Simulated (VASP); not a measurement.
# F (C2/c) in VASP: a series of runs

Runs on F. Level: PBE+D3(BJ). Tasks: single point.

Everything below comes from runs of VASP 6.6.1. Logs are shortened: lines on timing, memory, paths and dates and some standing lists are left out, and cuts for length are marked.

### 1 The cell of the first run

The structure is monoclinic, space group C2/c (No. 15). The conventional cell has a = 5.821 Å, b = 3.535 Å, c = 6.708 Å, α = 90.00°, β = 91.08°, γ = 90.00°. F (site symmetry 1) has 1 F at 1.40 Å within 1.9 Å.

### 2 Single point, PBE+D3(BJ) (17.25 Å³/atom)

Contents of INCAR:

```
SYSTEM = F
  ALGO = Normal
  EDIFF = 1E-6
  ENCUT = 520
  GGA = PE
  ISIF = 2
  ISMEAR = 0
  IVDW = 12
  LASPH = .True.
  LCHARG = .False.
  LREAL = .False.
  LWAVE = .False.
  NBANDS = 22
  NELM = 80
  PREC = Accurate
  SIGMA = 0.05
```

Contents of KPOINTS:

```
k-points
0
Gamma
  8 8 4
  0 0 0
```

Contents of POSCAR:

```
F
1.0
    2.8944803423     -1.7674289441      0.3054630037
    2.8944803423      1.7674289441      0.3054630037
   -0.8298437368      0.0000000000      6.6568444396
F
4
Direct
    0.9138648456      0.5855481450      0.0939279973
    0.4144518550      0.0861351544      0.4060720027
    0.0861351544      0.4144518550      0.9060720027
    0.5855481450      0.9138648456      0.5939279973
```

Potentials or basis: VASP PAW PBE potentials, release 64 (F).

Started as:

```console
> cat potpaw_PBE.64/F/POTCAR > POTCAR
> mpirun -np 1 vasp_std > vasp.out
```

OUTCAR:

```text
SYSTEM = F
   EDIFF = 1E-6
   ENCUT = 520
   GGA = PE
   ISIF = 2
   ISMEAR = 0
   IVDW = 12
   LASPH = .True.
   LREAL = .False.
   NELM = 80
   PREC = Accurate
 IVDW          = 12

 ion  position               nearest neighbor table
   1  0.914  0.586  0.094-   3 1.40
   2  0.414  0.086  0.406-   4 1.40
   3  0.086  0.414  0.906-   1 1.40
   4  0.586  0.914  0.594-   2 1.40

  LATTYP: Found a base centered monoclinic cell.
 ALAT       =     5.8211078322
 B/A-ratio  =     0.6072483091
 C/A-ratio  =     1.1524214089
 COS(beta)  =    -0.0188755623

  Lattice vectors:

 A1 = (   2.8944803423,  -1.7674289441,   0.3054630037)
 A2 = (   2.8944803423,   1.7674289441,   0.3054630037)
 A3 = (  -0.8298437368,   0.0000000000,   6.6568444396)

Analysis of symmetry for initial positions (statically):
=====================================================================
 Subroutine PRICEL returns:
 Original cell was already a primitive cell.

 Routine SETGRP: Setting up the symmetry group for a
 base centered monoclinic supercell.

 Subroutine GETGRP returns: Found  4 space group operations
 (whereof  2 operations were pure point group operations)
 out of a pool of  4 trial point group operations.

The static configuration has the point symmetry S_2 .
 The point group associated with its full space group is C_2h.

Analysis of symmetry for dynamics (positions and initial velocities):
=====================================================================
 Subroutine PRICEL returns:
 Original cell was already a primitive cell.

 Routine SETGRP: Setting up the symmetry group for a
 base centered monoclinic supercell.

 Subroutine GETGRP returns: Found  4 space group operations
 (whereof  2 operations were pure point group operations)
 out of a pool of  4 trial point group operations.

The dynamic configuration has the point symmetry S_2 .
 The point group associated with its full space group is C_2h.

 Subroutine INISYM returns: Found  4 space group operations
 (whereof  2 operations are pure point group operations),
 and found     1 'primitive' translations

----------------------------------------------------------------------------------------

                                     Primitive cell

  volume of cell :      69.0061

  direct lattice vectors                    reciprocal lattice vectors
     2.894480342 -1.767428944  0.305463004     0.170499528 -0.282896804  0.021254510
     2.894480342  1.767428944  0.305463004     0.170499528  0.282896804  0.021254510
    -0.829843737  0.000000000  6.656844440    -0.015647443  0.000000000  0.148270712

  length of vectors
     3.405162136  3.405162136  6.708369289     0.330987077  0.330987077  0.149094086

  position of ions in fractional coordinates (direct lattice)
     0.913864846  0.585548145  0.093927997
     0.414451855  0.086135154  0.406072003
     0.086135154  0.414451855  0.906072003
     0.585548145  0.913864846  0.593927997

  ion indices of the primitive-cell ions
   primitive index   ion index
                 1           1
                 2           2
                 3           3
                 4           4

----------------------------------------------------------------------------------------

 KPOINTS: k-points

Automatic generation of k-mesh.
 Grid dimensions read from file:
 generate k-points for:    8    8    4

 Generating k-lattice:

  Cartesian coordinates                     Fractional coordinates (reciprocal lattice)
     0.021312441 -0.035362101  0.002656814     0.125000000  0.000000000 -0.000000000
     0.021312441  0.035362101  0.002656814     0.000000000  0.125000000 -0.000000000
    -0.003911861  0.000000000  0.037067678     0.000000000  0.000000000  0.250000000

  Length of vectors
     0.041373385  0.041373385  0.037273522

  Shift w.r.t. Gamma in fractional coordinates (k-lattice)
     0.000000000  0.000000000  0.000000000

 Subroutine IBZKPT returns following result:
 ===========================================

 Found     78 irreducible k-points:

 Following reciprocal coordinates:
            Coordinates               Weight
  0.000000  0.000000  0.000000      1.000000
  0.125000  0.000000  0.000000      4.000000
  0.250000  0.000000  0.000000      4.000000
  0.375000 -0.000000 -0.000000      4.000000
  0.500000  0.000000  0.000000      2.000000
  0.125000  0.125000  0.000000      2.000000
[... 16 lines left out ...]
  0.125000  0.000000  0.250000      4.000000
  0.250000  0.000000  0.250000      4.000000
 [... further k-points ...]
   k-points           NKPTS =     78   k-points in BZ     NKDIM =     78   number of bands    NBANDS=     22
   number of dos      NEDOS =    301   number of ions     NIONS =      4
   total plane-waves  NPLWV =  39200
   dimension x,y,z NGX =    28 NGY =   28 NGZ =   50
   dimension x,y,z NGXF=    56 NGYF=   56 NGZF=  100
   ions per type =               4
   NGX,Y,Z   is equivalent  to a cutoff of  13.67, 13.67, 12.39 a.u.
   NGXF,Y,Z  is equivalent  to a cutoff of  27.34, 27.34, 24.78 a.u.
 SYSTEM =  F
   PREC   = accura    normal or accurate (medium, high low for compatibility)
   ISTART =      0    job   : 0-new  1-cont  2-samecut
   ICHARG =      2    charge: 1-file 2-atom 10-const
   ISPIN  =      1    spin polarized calculation?
   LNONCOLLINEAR =      F non collinear calculations
   LSORBIT =      F    spin-orbit coupling
   LASPH  =      T    aspherical Exc in radial PAW
   ENCUT  =  520.0 eV  38.22 Ry    6.18 a.u.   6.33  6.33 12.47*2*pi/ulx,y,z
   NELM   =     80;   NELMIN=  2; NELMDL= -5     # of ELM steps
   EDIFF  = 0.1E-05   stopping-criterion for ELM
   LREAL  =      F    real-space projection
   EDIFFG = 0.1E-04   stopping-criterion for IOM
   NSW    =      0    number of steps for IOM
   IBRION =     -1    ionic relax: 0-MD 1-quasi-New 2-CG
   NFREE  =      0    steps in history (QN), initial steepest desc. (CG)
   ISIF   =      2    stress and relaxation
   ISYM   =      2    0-nonsym 1-usesym 2-fastsym
   POTIM  = 0.5000    time-step for ionic-motion
   TEBEG  =    0.0;   TEEND  =   0.0 temperature during run
   PSTRESS=    0.0 pullay stress
   NELECT =      28.0000    total number of electrons
   NUPDOWN=      -1.0000    fix difference up-down
   EMIN   =  10.00;   EMAX   =-10.00  energy-range for DOS
   EFERMI =   0.00;   METHOD = LEGACY
   ISMEAR =     0;   SIGMA  =   0.05  broadening in eV -4-tet -1-fermi 0-gaus
   EFERMI_NEDOS =   21; number of points for ismear=-14 and -15
   IALGO  =     38    algorithm
   IMIX   =      4    mixing-type and parameters
     AMIX     =   0.40;   BMIX     =  1.00
     AMIX_MAG =   1.60;   BMIX_MAG =  1.00
  volume/ion in A,a.u.               =      17.25       116.42
  Fermi-wavevector in a.u.,A,eV,Ry     =   1.211988  2.290326 19.985812  1.468916
  Thomas-Fermi vector in A             =   2.347487
   LORBIT       =      0    0 simple, 1 ext, 2 COOP (PROOUT), +10 PAW based schemes
   GGA     = PE    functional components
   LHFCALC =     F    Hartree Fock is set to
   AEXX    =    0.0000 exact exchange contribution
   IVDW    =    12    specifies the selected vdW correction
   LEPSILON=     F    determine dielectric tensor
   LRPA    =     F    only Hartree local field effects (RPA)
 non-spin polarized calculation
 Gauss-broadening in eV      SIGMA  =   0.05
  energy-cutoff  :      520.00
  volume of cell :       69.01
 maximum number of plane-waves:      1880
 NGX is ok and might be reduce to    28
   NGX = 13   NGY = 13   NGZ = 25

 number of electron      28.0000007 magnetization

 Free energy of the ion-electron system (eV)
  ---------------------------------------------------
  ext. energy  EPLUGINS =         0.00000000
  ---------------------------------------------------
  free energy    TOTEN  =        -7.28715683 eV

  energy without entropy =       -7.28715683  energy(sigma->0) =       -7.28715683

 E-fermi :  -5.2615     XC(G=0):  -7.2801

 val. band max:       -5.4838966469   @ k =   0.0000   0.0000   0.0000
 cond. band min:      -2.3106874311   @ k =   0.0000   0.0000   0.0000
 fundamental gap:      3.1732092158
 Fermi energy:        -5.2615035296

 k-point     1 :       0.0000    0.0000    0.0000
  band No.  band energies     occupation
      1     -30.5954      2.00000
      2     -30.4897      2.00000
      3     -24.0522      2.00000
      4     -23.7411      2.00000
      5     -12.0787      2.00000
      6     -11.4133      2.00000
[... 14 lines left out ...]
     21      14.7906      0.00000
     22      14.8720      0.00000

 k-point     2 :       0.1250    0.0000    0.0000
  band No.  band energies     occupation
      1     -30.5838      2.00000
      2     -30.4859      2.00000
      3     -24.0397      2.00000
      4     -23.7524      2.00000
      5     -12.0600      2.00000
      6     -11.4388      2.00000
[... 14 lines left out ...]
     21      13.6543      0.00000
     22      14.7784      0.00000

 k-point     3 :       0.2500    0.0000    0.0000
  band No.  band energies     occupation
      1     -30.5538      2.00000
      2     -30.4789      2.00000
      3     -24.0045      2.00000
      4     -23.7851      2.00000
      5     -12.0023      2.00000
      6     -11.5142      2.00000
[... 14 lines left out ...]
     21      12.9663      0.00000
     22      13.0791      0.00000
[... 476 lines left out ...]
 k-point    23 :       0.1250    0.0000    0.2500
  band No.  band energies     occupation
      1     -30.5698      2.00000
      2     -30.5007      2.00000
      3     -23.9978      2.00000
      4     -23.7952      2.00000
      5     -11.9743      2.00000
      6     -11.5366      2.00000
[... 14 lines left out ...]
     21      13.2850      0.00000
     22      14.3797      0.00000

 k-point    24 :       0.2500    0.0000    0.2500
  band No.  band energies     occupation
      1     -30.5427      2.00000
      2     -30.4902      2.00000
      3     -23.9723      2.00000
      4     -23.8180      2.00000
      5     -11.9295      2.00000
      6     -11.5840      2.00000
[... 14 lines left out ...]
     21      12.0720      0.00000
     22      12.7113      0.00000

 [... further k-points ...]

------------------------ aborting loop because EDIFF is reached ----------------------------------------

 Edisp (eV)   -0.10642

 E8    (eV) :    -0.0229

  FORCE on cell =-STRESS in cart. coord.  units (eV):
  Direction    XX          YY          ZZ          XY          YZ          ZX
  --------------------------------------------------------------------------------------
  -------------------------------------------------------------------------------------
  Total      -0.21194     0.40517     2.31213     0.00000     0.00000    -0.32319
  in kB      -4.92090     9.40723    53.68289     0.00000     0.00000    -7.50385
  external pressure =       19.39 kB  Pullay stress =        0.00 kB

 VOLUME and BASIS-vectors are now :
 -----------------------------------------------------------------------------
  energy-cutoff  :      520.00
  volume of cell :       69.01
      direct lattice vectors                 reciprocal lattice vectors
     2.894480342 -1.767428944  0.305463004     0.170499528 -0.282896804  0.021254510
     2.894480342  1.767428944  0.305463004     0.170499528  0.282896804  0.021254510
    -0.829843737  0.000000000  6.656844440    -0.015647443  0.000000000  0.148270712

 POSITION                                       TOTAL-FORCE (eV/Angst)
 -----------------------------------------------------------------------------------
      4.26208     -0.58028      1.08328        -0.121767      0.476896      0.969443
      1.11196     -0.58028      2.85607         0.121767      0.476896     -0.969443
      0.69704      0.58028      6.18449         0.121767     -0.476896     -0.969443
      3.84715      0.58028      4.41170        -0.121767     -0.476896      0.969443
 -----------------------------------------------------------------------------------
    total drift:                                0.000000      0.000000      0.000000

  FREE ENERGIE OF THE ION-ELECTRON SYSTEM (eV)
  ---------------------------------------------------
  free  energy   TOTEN  =        -7.3935726635 eV

  energy  without entropy=       -7.3935726635  energy(sigma->0) =       -7.39357266
```

Run time: 48 s. Hardware: 1 thread of AMD EPYC 9R45 (Zen 5), shared host; peak memory 0.2 GiB.

What came out:

```yaml
Free_energy: -7.3936 eV
Pressure: 1.9 GPa
Largest_force: 1.087 eV/Å
Band_gap_on_the_k_mesh: 3.17 eV
Dispersion_energy_per_atom: -0.027 eV
```

Forces in eV/Å, atoms in the order of the input:
```
F   -0.122  0.477  0.969
F    0.122  0.477 -0.969
F    0.122 -0.477 -0.969
F   -0.122 -0.477  0.969
```

Stress tensor (GPa, compression positive):
```
-0.49  0.00 -0.75
 0.00  0.94  0.00
-0.75  0.00  5.37
```

Levels at points of the mesh, in eV from the valence-band top:
```tsv
k point	band 12	band 13	band 14	band 15	band 16	band 17
(0.00, 0.00, 0.00)	-0.09	-0.07	0.00	3.17	3.97	8.88
(0.50, 0.00, 0.00)	-0.26	-0.10	-0.09	3.65	3.66	12.96
(0.50, 0.50, 0.00)	-0.42	-0.08	-0.05	3.37	3.92	12.72
(0.00, 0.00, 0.50)	-0.23	-0.04	-0.04	3.54	3.54	9.80
(0.50, 0.00, 0.50)	-0.22	-0.07	-0.06	3.63	3.63	13.47
(0.50, 0.50, 0.50)	-0.28	-0.26	-0.26	3.64	3.64	13.29
```

Caveat: forces of over 1 eV/Å act on the atoms, so gaps and moduli don't describe the material at rest. A k mesh can miss the band edges.

### 3 Single point, PBE+D3(BJ) (17.25 Å³/atom)

Contents of INCAR:

```
PREC = Accurate
ENCUT = 520
EDIFF = 1E-7
ISMEAR = 0
SIGMA = 0.05
LREAL = False
LASPH = True
NELM = 60
ALGO = Normal
ISIF = 2
LWAVE = False
LCHARG = True
GGA = PE
IVDW = 12
LELF = True
LVHAR = True
NBANDS = 22
```

Contents of KPOINTS:

```
regular mesh
0
Gamma
  8 8 4
```

Contents of POSCAR:

```
F
1.0
    2.9334652185     -1.7556453619      0.3095771921
    2.9334652185      1.7556453619      0.3095771921
   -0.8268467022      0.0000000000      6.6121951660
F
4
Direct
    0.9138648456      0.5855481450      0.0939279973
    0.4144518550      0.0861351544      0.4060720027
    0.0861351544      0.4144518550      0.9060720027
    0.5855481450      0.9138648456      0.5939279973
```

Potentials or basis: VASP PAW PBE potentials, release 64 (F).

Started as:

```console
> cat potpaw_PBE.64/F/POTCAR > POTCAR
> mpirun -np 1 vasp_std > vasp.out
```

Run time: 60 s. Hardware: 1 thread of AMD EPYC 9R45 (Zen 5), shared host; peak memory 0.2 GiB.

It converged, with:

```
Free energy                : -7.3680 eV
Pressure                   : 2.8 GPa
Largest force              : 1.473 eV/Å
Band gap on the k mesh     : 3.29 eV
Dispersion energy per atom : -0.027 eV
```

Forces on the atoms (eV/Å):
```
F   -0.166  0.647  1.313
F    0.166  0.647 -1.313
F    0.166 -0.647 -1.313
F   -0.166 -0.647  1.313
```

Stress tensor (GPa, compression positive):
```
-0.50  0.00 -1.02
 0.00  1.46  0.00
-1.02  0.00  7.44
```

Levels at points of the mesh, in eV from the valence-band top:
| k point | band 12 | band 13 | band 14 | band 15 | band 16 | band 17 |
| --- | --- | --- | --- | --- | --- | --- |
| (0.00, 0.00, 0.00) | -0.11 | -0.07 | 0.00 | 3.29 | 4.10 | 8.82 |
| (0.50, 0.00, 0.00) | -0.26 | -0.11 | -0.10 | 3.78 | 3.78 | 12.90 |
| (0.50, 0.50, 0.00) | -0.43 | -0.08 | -0.05 | 3.48 | 4.05 | 12.52 |
| (0.00, 0.00, 0.50) | -0.24 | -0.05 | -0.05 | 3.66 | 3.66 | 9.76 |
| (0.50, 0.00, 0.50) | -0.22 | -0.08 | -0.07 | 3.75 | 3.75 | 13.40 |
| (0.50, 0.50, 0.50) | -0.28 | -0.26 | -0.26 | 3.76 | 3.76 | 13.12 |

Caveat: forces of over 1 eV/Å act on the atoms, so gaps and moduli don't describe the material at rest. A k mesh can miss the band edges.

### 4 Single point, PBE+D3(BJ) (18.29 Å³/atom)

This run uses another cell than the first one, of 18.29 Å³/atom.

Contents of INCAR:

```
ALGO = Normal ; EDIFF = 1E-6
ENCUT = 520 ; GGA = PE
ISIF = 2 ; ISMEAR = 0
IVDW = 12 ; LASPH = T
LCHARG = F ; LREAL = F
LWAVE = F ; NBANDS = 22
NELM = 80 ; PREC = Accurate
SIGMA = 0.05
```

Contents of KPOINTS:

```
k-points
0
Gamma
  8 8 4
```

Contents of POSCAR:

```
F
1.0
    2.9120124940     -1.8142130300      0.3073132231
    2.9120124940      1.8142130300      0.3073132231
   -0.8492393030      0.0000000000      6.8333232958
F
4
Direct
    0.9138648456      0.5855481450      0.0939279973
    0.4144518550      0.0861351544      0.4060720027
    0.0861351544      0.4144518550      0.9060720027
    0.5855481450      0.9138648456      0.5939279973
```

Started as:

```console
> cat potpaw_PBE.64/F/POTCAR > POTCAR
> mpirun -np 1 vasp_std > vasp.out
```

Run time: 42 s. Hardware: 1 thread of Intel Xeon 6975P-C (Granite Rapids), shared host; peak memory 0.24 GiB.

The run converged. Its results:

```yaml
Free_energy: -7.4214 eV
Pressure: -1.2 GPa
Largest_force: 0.246 eV/Å
Band_gap_on_the_k_mesh: 2.78 eV
Dispersion_energy_per_atom: -0.025 eV
```

Forces on the atoms (eV/Å):
```
F    0.029 -0.109 -0.219
F   -0.029 -0.109  0.219
F   -0.029  0.109  0.219
F    0.029  0.109 -0.219
```

Stress tensor (GPa, compression positive):
```
-0.63  0.00  0.17
 0.00 -0.92  0.00
 0.17  0.00 -1.91
```

Levels at points of the mesh, in eV from the valence-band top:
| k point | band 11 | band 12 | band 13 | band 14 | band 15 | band 16 | band 17 | band 18 |
| --- | --- | --- | --- | --- | --- | --- | --- | --- |
| (0.00, 0.00, 0.00) | -0.31 | -0.06 | -0.06 | 0.00 | 2.78 | 3.48 | 8.89 | 11.52 |
| (0.50, 0.00, 0.00) | -0.25 | -0.23 | -0.09 | -0.07 | 3.21 | 3.21 | 12.87 | 12.87 |
| (0.50, 0.50, 0.00) | -0.45 | -0.37 | -0.07 | -0.05 | 2.96 | 3.44 | 12.77 | 13.89 |
| (0.00, 0.00, 0.50) | -0.20 | -0.20 | -0.03 | -0.03 | 3.11 | 3.11 | 9.77 | 9.77 |
| (0.50, 0.00, 0.50) | -0.22 | -0.20 | -0.06 | -0.05 | 3.18 | 3.19 | 13.40 | 13.42 |
| (0.50, 0.50, 0.50) | -0.25 | -0.25 | -0.23 | -0.23 | 3.19 | 3.19 | 13.32 | 13.32 |

A k mesh can miss the band edges.

### 5 Summary

```csv
cell,gap on the mesh (eV),pressure (GPa),largest force (eV/Å)
"a = 3.405, b = 3.405, c = 6.708 Å, angles 90.9, 90.9, 62.5°, 4 atoms",3.17,1.9,1.09
"a = 3.433, b = 3.433, c = 6.664 Å, angles 90.9, 90.9, 61.5°, 4 atoms",3.29,2.8,1.47
"a = 3.445, b = 3.445, c = 6.886 Å, angles 90.9, 90.9, 63.6°, 4 atoms",2.78,-1.2,0.25
```

Alike in all rows: task single point; level PBE+D3(BJ); potentials or basis VASP PAW PBE potentials, release 64 (F); no spin polarisation; k mesh 8 × 8 × 4; cutoff (eV) 520; smearing gaussian 0.05 eV.

Caveats: forces of over 1 eV/Å act on the atoms, so gaps and moduli don't describe the material at rest (at least some runs).

Absolute energies hang on the potentials; compare differences alone.
